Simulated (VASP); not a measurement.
# CoO in VASP: further runs, part 3 of 3

VASP 6.6.1.

## 4. Single point, PBE, collinear spin, ferromagnetic start

This run uses another cell than the first one, of 157.88 Å³/atom, 0.925 times its volume.

INCAR

```
SYSTEM = CoO
PREC = Accurate ; ENCUT = 520
EDIFF = 1E-7 ; ISMEAR = 0
SIGMA = 0.05 ; LREAL = .False.
LASPH = .True. ; NELM = 150
ALGO = Normal ; ISIF = 2
LWAVE = .False. ; LCHARG = .False.
ISPIN = 2 ; MAGMOM = 2.74 0.5
LORBIT = 11 ; LMAXMIX = 4
GGA = PE ; NBANDS = 18
```

KPOINTS

```
regular mesh
0
Gamma
  1 1 19
  0 0 0
```

POSCAR

```
CoO
1.0
    9.9000000000      0.0000000000      0.0000000000
    0.0000000000      9.3000000000      0.0000000000
    0.0000000000      0.0000000000      3.4296688644
Co O
1 1
Direct
    0.4874293511      0.5000000000      0.0000000000
    0.5125706489      0.5000000000      0.5000000000
```

Potentials or basis: VASP PAW PBE potentials, release 64 (Co, O).

The run is started by

```console
$ cat potpaw_PBE.64/Co/POTCAR potpaw_PBE.64/O/POTCAR > POTCAR
$ mpirun -np 1 vasp_std > vasp.out
```

OUTCAR:

```text
SYSTEM = CoO
   PREC = Accurate
   ENCUT = 520
   EDIFF = 1E-7
   ISMEAR = 0
   LREAL = .False.
   LASPH = .True.
   NELM = 150
   ISIF = 2
   ISPIN = 2
   LORBIT = 11
   GGA = PE

 ion  position               nearest neighbor table
   1  0.487  0.500  0.000-   2 1.73   2 1.73
   2  0.513  0.500  0.500-   1 1.73   1 1.73

  LATTYP: Found a simple orthorhombic cell.
 ALAT       =     3.4296688644
 B/A-ratio  =     2.7116320460
 C/A-ratio  =     2.8865760490

  Lattice vectors:

 A1 = (   0.0000000000,   0.0000000000,  -3.4296688644)
 A2 = (   0.0000000000,   9.3000000000,   0.0000000000)
 A3 = (   9.9000000000,   0.0000000000,   0.0000000000)

Analysis of symmetry for initial positions (statically):
=====================================================================
 Subroutine PRICEL returns:
 Original cell was already a primitive cell.

 Routine SETGRP: Setting up the symmetry group for a
 simple orthorhombic supercell.

 Subroutine GETGRP returns: Found  4 space group operations
 (whereof  4 operations were pure point group operations)
 out of a pool of  8 trial point group operations.

The static configuration has the point symmetry C_2v.

Analysis of symmetry for dynamics (positions and initial velocities):
=====================================================================
 Subroutine PRICEL returns:
 Original cell was already a primitive cell.

 Routine SETGRP: Setting up the symmetry group for a
 simple orthorhombic supercell.

 Subroutine GETGRP returns: Found  4 space group operations
 (whereof  4 operations were pure point group operations)
 out of a pool of  8 trial point group operations.

The dynamic configuration has the point symmetry C_2v.

Analysis of structural, dynamic, and magnetic symmetry:
=====================================================================
 Subroutine PRICEL returns:
 Original cell was already a primitive cell.

 Routine SETGRP: Setting up the symmetry group for a
[... 136 lines left out ...]
  free energy    TOTEN  =       -11.91453163 eV

  energy without entropy =      -11.91255023  energy(sigma->0) =      -11.91354093

 E-fermi :  -4.1498     XC(G=0):  -1.8746

 val. band max:       -4.1505523615   @ k =   0.0000   0.0000   0.1579
 cond. band min:      -4.0691400995   @ k =   0.0000   0.0000   0.3684
 fundamental gap:      0.0814122620
 Fermi energy:        -4.1497710725

 spin component 1

 k-point     1 :       0.0000    0.0000    0.0000
  band No.  band energies     occupation
      1     -22.7684      1.00000
      2      -8.9134      1.00000
      3      -7.9344      1.00000
      4      -7.7643      1.00000
      5      -7.1555      1.00000
      6      -7.1267      1.00000
[... 186 lines left out ...]
      4      -9.1307      1.00000
      5      -7.5286      1.00000
      6      -6.4814      1.00000
[... 10 lines left out ...]
     17       4.3113      0.00000
     18       4.8539      0.00000
 Fermi energy:        -4.1497710725

 spin component 2

 k-point     1 :       0.0000    0.0000    0.0000
  band No.  band energies     occupation
      1     -22.1370      1.00000
      2      -8.0763      1.00000
      3      -7.0543      1.00000
      4      -6.6711      1.00000
      5      -5.1394      1.00000
      6      -4.5878      1.00000
[... 187 lines left out ...]
      5      -5.1578      1.00000
      6      -3.9871      0.00000
[... 10 lines left out ...]
     17       4.4261      0.00000
     18       4.8400      0.00000

------------------------ aborting loop because EDIFF is reached ----------------------------------------

  FORCE on cell =-STRESS in cart. coord.  units (eV):
  Direction    XX          YY          ZZ          XY          YZ          ZX
  --------------------------------------------------------------------------------------
  -------------------------------------------------------------------------------------
  Total       -0.0233007     -0.0279145     -0.1020114      0.0000000      0.0000000      0.0000000
  in kB       -0.1182251     -0.1416347     -0.5175937      0.0000000      0.0000000      0.0000000
  external PRESSURE =      -0.2591512 kB  Pullay stress =       0.0000000 kB

 VOLUME and BASIS-vectors are now :
 -----------------------------------------------------------------------------
  energy-cutoff  :      520.00
  volume of cell :      315.77
      direct lattice vectors                 reciprocal lattice vectors
     9.900000000  0.000000000  0.000000000     0.101010101  0.000000000  0.000000000
     0.000000000  9.300000000  0.000000000     0.000000000  0.107526882  0.000000000
     0.000000000  0.000000000  3.429668864     0.000000000  0.000000000  0.291573338

 POSITION                                       TOTAL-FORCE (eV/Angst)
 -----------------------------------------------------------------------------------
      4.82555      4.65000      0.00000        -0.023821      0.000000      0.000000
      5.07445      4.65000      1.71483         0.023821      0.000000      0.000000
 -----------------------------------------------------------------------------------
    total drift:                                0.000009      0.000000     -0.000000

  FREE ENERGIE OF THE ION-ELECTRON SYSTEM (eV)
  ---------------------------------------------------
  free  energy   TOTEN  =       -11.9145316313 eV

  energy  without entropy=      -11.9125502344  energy(sigma->0) =      -11.91354093

 total charge

# of ion       s       p       d       tot
------------------------------------------
    1        0.457   0.460   7.127   8.045
    2        1.560   3.435   0.000   4.996
--------------------------------------------------
tot          2.017   3.896   7.127  13.040

 magnetization (x)

# of ion       s       p       d       tot
------------------------------------------
    1        0.099   0.027   2.321   2.447
    2        0.006   0.325   0.000   0.331
--------------------------------------------------
tot          0.104   0.353   2.321   2.778
```

stdout:

```text
POSCAR found type information on POSCAR CoO
 POSCAR found :  2 types and       2 ions
 scaLAPACK will be used
 LDA part: xc-table for (Slater+PW92), standard interpolation
 POSCAR, INCAR and KPOINTS ok, starting setup
 FFT: planning ... GRIDC
 FFT: planning ... GRID_SOFT
 FFT: planning ... GRID
 WAVECAR not read
 entering main loop
```

It took 3.6 min on 1 thread of Intel Xeon 6975P-C, shared host; peak memory 0.54 GiB.

What came out:

* Free energy: -11.9145 eV
* Largest force: 0.024 eV/Å
* Band gap on the k mesh: zero (filled and empty bands overlap)
* Net moment: 3.00 μB per cell
* Site moments: Co +2.45; O +0.33 μB
* Valence electrons inside the program's atomic spheres: Co 8.04; O 5.00

Forces on the atoms (eV/Å):
```
Co  -0.024  0.000  0.000
O    0.024  0.000  0.000
```

Caveat: semilocal functionals often make such compounds metallic where correlation or magnetic order opens a gap, which also shifts bond lengths. With open d or f shells a metallic result of PBE can be an artefact of self-interaction; +U or a hybrid may open a gap.

## 5. Single point, PBE, collinear spin, ferromagnetic start

This run uses another cell than the first one, of 158.41 Å³/atom, 0.928 times its volume.

INCAR

```
SYSTEM = CoO
ALGO = Normal
EDIFF = 1E-6
ENCUT = 520
GGA = PE
ISIF = 2
ISMEAR = 0
ISPIN = 2
LASPH = .TRUE.
LCHARG = .FALSE.
LMAXMIX = 4
LORBIT = 11
LREAL = .FALSE.
LWAVE = .FALSE.
MAGMOM = 2.74 0.5
NBANDS = 18
NELM = 150
PREC = Accurate
SIGMA = 0.05
```

KPOINTS

```
k-points
0
G
  1 1 19
  0 0 0
```

POSCAR

```
CoO
1.0
    9.9000000000      0.0000000000      0.0000000000
    0.0000000000      9.3000000000      0.0000000000
    0.0000000000      0.0000000000      3.4411336284
Co O
1 1
Direct
    0.4565513431      0.5000000000      0.0000000000
    0.5434486569      0.5000000000      0.5000000000
```

The run is started by

```console
$ cat potpaw_PBE.64/Co/POTCAR potpaw_PBE.64/O/POTCAR > POTCAR
$ mpirun -np 1 vasp_std > vasp.out
```

Wall time 3.6 min (1 thread of Intel Xeon 6975P-C, shared host); peak memory 0.55 GiB.

It converged, with:

| Property | Result |
| --- | --- |
| Free energy | -10.9661 eV |
| Largest force | 3.206 eV/Å |
| Net moment | 3.00 μB per cell |
| Site moments | Co +2.50; O +0.34 μB |
| Valence electrons inside the program's atomic spheres | Co 7.67; O 4.86 |

Forces in eV/Å, atoms in the order of the input:
```
Co   3.206  0.000  0.000
O   -3.206  0.000  0.000
```

Levels at points of the mesh, in eV from the Fermi level:
Spin up:
```
           k point  band 6  band 7  band 8  band 9  band 10  band 11  band 12  band 13
(0.00, 0.00, 0.00)   -2.73   -1.47   -1.05   -0.42     2.05     4.68     5.17     5.41
```
Spin down:
| k point | band 4 | band 5 | band 6 | band 7 | band 8 | band 9 |
| --- | --- | --- | --- | --- | --- | --- |
| (0.00, 0.00, 0.00) | -1.73 | -0.32 | -0.08 | 0.34 | 0.37 | 1.82 |

Caveat: semilocal functionals often make such compounds metallic where correlation or magnetic order opens a gap, which also shifts bond lengths.

## 6. Single point, PBE, collinear spin, ferromagnetic start

This run uses another cell than the first one, of 100.83 Å³/atom, 0.591 times its volume.

INCAR

```
SYSTEM = CoO
PREC = Accurate
ENCUT = 520
EDIFF = 1E-7
ISMEAR = 0
SIGMA = 0.05
LREAL = .FALSE.
LASPH = .TRUE.
NELM = 150
ALGO = Normal
ISIF = 2
LWAVE = .FALSE.
LCHARG = .TRUE.
ISPIN = 2
MAGMOM = 2.74 0.5
LORBIT = 11
LMAXMIX = 4
GGA = PE
LELF = .TRUE.
LVHAR = .TRUE.
NBANDS = 18
```

KPOINTS

```
regular mesh
0
G
  1 1 32
  0 0 0
```

POSCAR

```
CoO
1.0
   10.7000000000      0.0000000000      0.0000000000
    0.0000000000      9.3000000000      0.0000000000
    0.0000000000      0.0000000000      2.0264453589
Co O
1 1
Direct
    0.4195996816      0.5000000000      0.0000000000
    0.5804003184      0.5000000000      0.5000000000
```

Potentials or basis: VASP PAW PBE potentials, release 64 (Co, O).

The run is started by

```console
$ cat potpaw_PBE.64/Co/POTCAR potpaw_PBE.64/O/POTCAR > POTCAR
$ mpirun -np 1 vasp_std > vasp.out
```

Run time: 3.5 min. Hardware: 1 thread of Intel Xeon 6975P-C, shared host; peak memory 0.4 GiB.

It converged, with:

```yaml
Free_energy: -9.0714 eV
Largest_force: 2.363 eV/Å
Net_moment: 2.63 μB per cell
Site_moments: Co +2.03; O +0.46 μB
Valence_electrons_inside_the_program's_atomic_spheres: Co 8.18; O 4.74
```

Forces on the atoms (eV/Å):
```
Co   2.363  0.000  0.000
O   -2.363  0.000  0.000
```

Levels at points of the mesh, in eV from the Fermi level:
Spin up:
```tsv
k point	band 5	band 6	band 7	band 8	band 9	band 10	band 11	band 12	band 13	band 14
(0.00, 0.00, 0.00)	-2.56	-1.90	-1.19	-0.76	-0.61	1.98	3.15	5.38	5.47	6.51
(0.00, 0.00, 0.50)	-1.93	-1.73	-1.12	-0.75	-0.49	7.12	9.76	11.36	13.47	13.65
```
Spin down:
```tsv
k point	band 3	band 4	band 5	band 6	band 7	band 8	band 9	band 10
(0.00, 0.00, 0.00)	-3.19	-3.02	-0.93	-0.20	0.38	0.73	1.46	3.08
(0.00, 0.00, 0.50)	-3.66	-2.66	0.12	0.15	0.34	0.51	1.69	7.53
```

Caveat: semilocal functionals often make such compounds metallic where correlation or magnetic order opens a gap, which also shifts bond lengths.

## 7. Summary

```tsv
cell	k mesh	gap on the mesh (eV)	moment (μB)	largest force (eV/Å)
a = 10.700, b = 9.300, c = 3.432 Å, 2 atoms	1 × 1 × 32	none	3.00	0.02
a = 9.000, b = 9.300, c = 3.823 Å, 2 atoms	1 × 1 × 17	-	3.00	0.59
a = 9.900, b = 9.300, c = 3.430 Å, 2 atoms	1 × 1 × 19	none	3.00	0.02
a = 9.900, b = 9.300, c = 3.441 Å, 2 atoms	1 × 1 × 19	-	3.00	3.21
a = 10.700, b = 9.300, c = 2.026 Å, 2 atoms	1 × 1 × 32	none	2.63	2.36
```

Alike in all rows: task single point; level PBE; potentials or basis VASP PAW PBE potentials, release 64 (Co, O); spin collinear, ferromagnetic start; cutoff (eV) 520; smearing gaussian 0.05 eV.

Caveats: semilocal functionals often make such compounds metallic where correlation or magnetic order opens a gap, which also shifts bond lengths.

Absolute energies hang on the potentials; compare differences alone.
